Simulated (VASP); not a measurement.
# Hf (Pm-3m) in VASP: single point with LDA

Aim: the single point of Hf with LDA.

Everything below comes from runs of VASP 6.6.1. Logs are shortened: lines on timing, memory, paths and dates and some standing lists are left out, and cuts for length are marked.

**1. The cell of the first run**

The structure is cubic, space group Pm-3m (No. 221). The conventional cell has a = 3.275 Å, b = 3.275 Å, c = 3.275 Å, α = 90.00°, β = 90.00°, γ = 90.00°. Within 4.3 Å of Hf (site symmetry m-3m) lie 6 Hf at 3.28 Å.

**2. Single point, LDA**

Input file INCAR:

```
SYSTEM = Hf
PREC = Accurate
ENCUT = 520
EDIFF = 1E-6
ISMEAR = 1
SIGMA = 0.2
LREAL = .False.
LASPH = .True.
NELM = 100
ALGO = Normal
ISIF = 2
LWAVE = .False.
LCHARG = .False.
GGA = CA
NBANDS = 11
```

Input file KPOINTS:

```
regular mesh
0
Gamma
  7 7 7
  0 0 0
```

Input file POSCAR:

```
Hf
1.0
    3.2751050000      0.0000000000      0.0000000000
    0.0000000000      3.2751050000      0.0000000000
    0.0000000000      0.0000000000      3.2751050000
Hf
1
Direct
    0.5000000000      0.5000000000      0.5000000000
```

Potentials or basis: VASP PAW LDA potentials, release 64 (Hf_pv).

On the command line:

```
$ cat potpaw_LDA.64/Hf_pv/POTCAR > POTCAR
$ mpirun -np 1 vasp_std > vasp.out
```

OUTCAR:

```text
SYSTEM = Hf
   PREC = Accurate
   ENCUT = 520
   EDIFF = 1E-6
   ISMEAR = 1
   LREAL = .False.
   LASPH = .True.
   NELM = 100
   ISIF = 2
   GGA = CA

 ion  position               nearest neighbor table
   1  0.500  0.500  0.500-

  LATTYP: Found a simple cubic cell.
 ALAT       =     3.2751050000

  Lattice vectors:

 A1 = (   3.2751050000,   0.0000000000,   0.0000000000)
 A2 = (   0.0000000000,   3.2751050000,   0.0000000000)
 A3 = (   0.0000000000,   0.0000000000,   3.2751050000)

Analysis of symmetry for initial positions (statically):
=====================================================================
 Subroutine PRICEL returns:
 Original cell was already a primitive cell.

 Routine SETGRP: Setting up the symmetry group for a
 simple cubic supercell.

 Subroutine GETGRP returns: Found 48 space group operations
 (whereof 48 operations were pure point group operations)
 out of a pool of 48 trial point group operations.

The static configuration has the point symmetry O_h .

Analysis of symmetry for dynamics (positions and initial velocities):
=====================================================================
 Subroutine PRICEL returns:
 Original cell was already a primitive cell.

 Routine SETGRP: Setting up the symmetry group for a
 simple cubic supercell.

 Subroutine GETGRP returns: Found 48 space group operations
 (whereof 48 operations were pure point group operations)
 out of a pool of 48 trial point group operations.

The dynamic configuration has the point symmetry O_h .

 Subroutine INISYM returns: Found 48 space group operations
 (whereof 48 operations are pure point group operations),
 and found     1 'primitive' translations

----------------------------------------------------------------------------------------

                                     Primitive cell

  volume of cell :      35.1298

  direct lattice vectors                    reciprocal lattice vectors
     3.275105000  0.000000000  0.000000000     0.305333722  0.000000000  0.000000000
     0.000000000  3.275105000  0.000000000     0.000000000  0.305333722  0.000000000
     0.000000000  0.000000000  3.275105000     0.000000000  0.000000000  0.305333722

  length of vectors
     3.275105000  3.275105000  3.275105000     0.305333722  0.305333722  0.305333722

  position of ions in fractional coordinates (direct lattice)
     0.500000000  0.500000000  0.500000000

  ion indices of the primitive-cell ions
   primitive index   ion index
                 1           1

----------------------------------------------------------------------------------------

 KPOINTS: regular mesh

Automatic generation of k-mesh.
 Grid dimensions read from file:
 generate k-points for:    7    7    7

 Generating k-lattice:

  Cartesian coordinates                     Fractional coordinates (reciprocal lattice)
     0.043619103  0.000000000  0.000000000     0.142857143  0.000000000  0.000000000
     0.000000000  0.043619103  0.000000000     0.000000000  0.142857143  0.000000000
     0.000000000  0.000000000  0.043619103     0.000000000  0.000000000  0.142857143

  Length of vectors
     0.043619103  0.043619103  0.043619103

  Shift w.r.t. Gamma in fractional coordinates (k-lattice)
     0.000000000  0.000000000  0.000000000

 Subroutine IBZKPT returns following result:
 ===========================================

 Found     20 irreducible k-points:

 Following reciprocal coordinates:
            Coordinates               Weight
  0.000000  0.000000  0.000000      1.000000
  0.142857  0.000000  0.000000      6.000000
  0.285714  0.000000  0.000000      6.000000
  0.428571  0.000000  0.000000      6.000000
  0.142857  0.142857  0.000000     12.000000
  0.285714  0.142857  0.000000     24.000000
[... 12 lines left out ...]
  0.428571  0.428571  0.285714     24.000000
  0.428571  0.428571  0.428571      8.000000
   k-points           NKPTS =     20   k-points in BZ     NKDIM =     20   number of bands    NBANDS=     11
   number of dos      NEDOS =    301   number of ions     NIONS =      1
   total plane-waves  NPLWV =  13824
   dimension x,y,z NGX =    24 NGY =   24 NGZ =   24
   dimension x,y,z NGXF=    48 NGYF=   48 NGZF=   48
   ions per type =               1
   NGX,Y,Z   is equivalent  to a cutoff of  12.18, 12.18, 12.18 a.u.
   NGXF,Y,Z  is equivalent  to a cutoff of  24.37, 24.37, 24.37 a.u.
 SYSTEM =  Hf
   PREC   = accura    normal or accurate (medium, high low for compatibility)
   ISTART =      0    job   : 0-new  1-cont  2-samecut
   ICHARG =      2    charge: 1-file 2-atom 10-const
   ISPIN  =      1    spin polarized calculation?
   LNONCOLLINEAR =      F non collinear calculations
   LSORBIT =      F    spin-orbit coupling
   LASPH  =      T    aspherical Exc in radial PAW
   ENCUT  =  520.0 eV  38.22 Ry    6.18 a.u.   6.09  6.09  6.09*2*pi/ulx,y,z
   NELM   =    100;   NELMIN=  2; NELMDL= -5     # of ELM steps
   EDIFF  = 0.1E-05   stopping-criterion for ELM
   LREAL  =      F    real-space projection
   EDIFFG = 0.1E-04   stopping-criterion for IOM
   NSW    =      0    number of steps for IOM
   IBRION =     -1    ionic relax: 0-MD 1-quasi-New 2-CG
   NFREE  =      0    steps in history (QN), initial steepest desc. (CG)
   ISIF   =      2    stress and relaxation
   ISYM   =      2    0-nonsym 1-usesym 2-fastsym
   POTIM  = 0.5000    time-step for ionic-motion
   TEBEG  =    0.0;   TEEND  =   0.0 temperature during run
   PSTRESS=    0.0 pullay stress
   NELECT =      10.0000    total number of electrons
   NUPDOWN=      -1.0000    fix difference up-down
   EMIN   =  10.00;   EMAX   =-10.00  energy-range for DOS
   EFERMI =   0.00;   METHOD = LEGACY
   ISMEAR =     1;   SIGMA  =   0.20  broadening in eV -4-tet -1-fermi 0-gaus
   EFERMI_NEDOS =   21; number of points for ismear=-14 and -15
   IALGO  =     38    algorithm
   IMIX   =      4    mixing-type and parameters
     AMIX     =   0.40;   BMIX     =  1.00
     AMIX_MAG =   1.60;   BMIX_MAG =  1.00
  volume/ion in A,a.u.               =      35.13       237.07
  Fermi-wavevector in a.u.,A,eV,Ry     =   1.076919  2.035081 15.779411  1.159754
  Thomas-Fermi vector in A             =   2.212816
   LORBIT       =      0    0 simple, 1 ext, 2 COOP (PROOUT), +10 PAW based schemes
   GGA     = CA    functional components
   LHFCALC =     F    Hartree Fock is set to
   AEXX    =    0.0000 exact exchange contribution
   IVDW    =     0    specifies the selected vdW correction
   LEPSILON=     F    determine dielectric tensor
   LRPA    =     F    only Hartree local field effects (RPA)
 non-spin polarized calculation
 Methfessel and Paxton  Order N= 1 SIGMA  =   0.20
  energy-cutoff  :      520.00
  volume of cell :       35.13
 maximum number of plane-waves:       961
   NGX = 13   NGY = 13   NGZ = 13

 number of electron      10.0000006 magnetization

 Free energy of the ion-electron system (eV)
  ---------------------------------------------------
  ext. energy  EPLUGINS =         0.00000000
  ---------------------------------------------------
  free energy    TOTEN  =        -8.69639063 eV

  energy without entropy =       -8.68860857  energy(sigma->0) =       -8.69379661

 E-fermi :   1.7437     XC(G=0):  -9.4612

 val. band max:        1.7358514344   @ k =   0.4286   0.1429   0.0000
 cond. band min:       1.8029970089   @ k =   0.4286   0.4286   0.2857
 fundamental gap:      0.0671455745
 Fermi energy:         1.7437012322

 k-point     1 :       0.0000    0.0000    0.0000
  band No.  band energies     occupation
      1     -29.1868      2.00000
      2     -29.1868      2.00000
      3     -29.1868      2.00000
      4      -3.6774      2.00000
      5       0.8907      2.00000
      6       0.8907      2.00000
      7       5.9142      0.00000
      8       5.9142      0.00000
      9       5.9142      0.00000
     10      11.7694      0.00000
     11      11.7694      0.00000

 k-point     2 :       0.1429    0.0000    0.0000
  band No.  band energies     occupation
      1     -29.2436      2.00000
      2     -29.1822      2.00000
      3     -29.1822      2.00000
      4      -3.3119      2.00000
      5       0.9874      2.00000
      6       1.1482      2.00021
      7       5.4070     -0.00000
      8       5.4070     -0.00000
      9       5.9515      0.00000
     10      10.0446      0.00000
     11      12.5305      0.00000

 k-point     3 :       0.2857    0.0000    0.0000
  band No.  band energies     occupation
      1     -29.3691      2.00000
      2     -29.1718      2.00000
      3     -29.1718      2.00000
      4      -2.3697      2.00000
      5       1.2190      2.00131
      6       1.6344      1.78920
      7       4.5344     -0.00000
      8       4.5344     -0.00000
      9       6.0371      0.00000
     10       8.1550      0.00000
     11      12.7539      0.00000

 k-point     4 :       0.4286    0.0000    0.0000
  band No.  band energies     occupation
      1     -29.4678      2.00000
      2     -29.1634      2.00000
      3     -29.1634      2.00000
      4      -1.3460      2.00000
      5       1.4217      2.04523
      6       1.6050      1.91514
      7       3.9806     -0.00000
      8       3.9806     -0.00000
      9       6.1074      0.00000
     10       7.6903      0.00000
     11      12.7539      0.00000
[... 183 lines left out ...]
 k-point    18 :       0.4286    0.2857    0.2857
  band No.  band energies     occupation
      1     -29.4282      2.00000
      2     -29.3253      2.00000
      3     -29.3207      2.00000
      4       0.7332      2.00000
      5       1.8661      0.14939
      6       2.0646     -0.04573
      7       3.6299     -0.00000
      8       3.7816     -0.00000
      9       5.7444      0.00000
     10       8.9010      0.00000
     11      11.2232      0.00000

 k-point    19 :       0.4286    0.4286    0.2857
  band No.  band energies     occupation
      1     -29.4179      2.00000
      2     -29.4169      2.00000
      3     -29.3132      2.00000
      4       0.7776      2.00000
      5       1.8030      0.52181
      6       1.9408     -0.04716
      7       3.5368     -0.00000
      8       5.9345      0.00000
      9       6.1381      0.00000
     10       8.8702      0.00000
     11      10.0304      0.00000

 k-point    20 :       0.4286    0.4286    0.4286
  band No.  band energies     occupation
      1     -29.4076      2.00000
      2     -29.4063      2.00000
      3     -29.4063      2.00000
      4       1.0867      2.00003
      5       1.3356      2.01401
      6       1.3356      2.01401
      7       6.1550      0.00000
      8       6.1550      0.00000
      9       6.7078      0.00000
     10       9.0354      0.00000
     11       9.5217      0.00000

------------------------ aborting loop because EDIFF is reached ----------------------------------------

  FORCE on cell =-STRESS in cart. coord.  units (eV):
  Direction    XX          YY          ZZ          XY          YZ          ZX
  --------------------------------------------------------------------------------------
  -------------------------------------------------------------------------------------
  Total       -3.7431266     -3.7431266     -3.7431266     -0.0000000     -0.0000000      0.0000000
  in kB     -170.7141067   -170.7141067   -170.7141067     -0.0000000     -0.0000000      0.0000000
  external PRESSURE =    -170.7141067 kB  Pullay stress =       0.0000000 kB

 VOLUME and BASIS-vectors are now :
 -----------------------------------------------------------------------------
  energy-cutoff  :      520.00
  volume of cell :       35.13
      direct lattice vectors                 reciprocal lattice vectors
     3.275105000  0.000000000  0.000000000     0.305333722  0.000000000  0.000000000
     0.000000000  3.275105000  0.000000000     0.000000000  0.305333722  0.000000000
     0.000000000  0.000000000  3.275105000     0.000000000  0.000000000  0.305333722

 POSITION                                       TOTAL-FORCE (eV/Angst)
 -----------------------------------------------------------------------------------
      1.63755      1.63755      1.63755         0.000000      0.000000      0.000000
 -----------------------------------------------------------------------------------
    total drift:                                0.000000     -0.000000     -0.000000

  FREE ENERGIE OF THE ION-ELECTRON SYSTEM (eV)
  ---------------------------------------------------
  free  energy   TOTEN  =        -8.6963906267 eV

  energy  without entropy=       -8.6886085740  energy(sigma->0) =       -8.69379661
```

Run time: 2.9 s. Hardware: 1 thread of AMD EPYC 9R45 (Zen 5), shared host; peak memory 0.1 GiB.

What came out:

- Free energy: -8.6964 eV
- Pressure: -17.1 GPa
- Band gap on the k mesh: zero (band 5 reaches 2.39 eV, above the bottom of band 6 at 0.89 eV)

Levels at points of the mesh, in eV from the Fermi level:
```tsv
k point	band 2	band 3	band 4	band 5	band 6	band 7	band 8	band 9
(0.00, 0.00, 0.00)	-30.93	-30.93	-5.42	-0.85	-0.85	4.17	4.17	4.17
```

Caveat: spin-orbit coupling is left out, which moves the levels of the heavy elements.
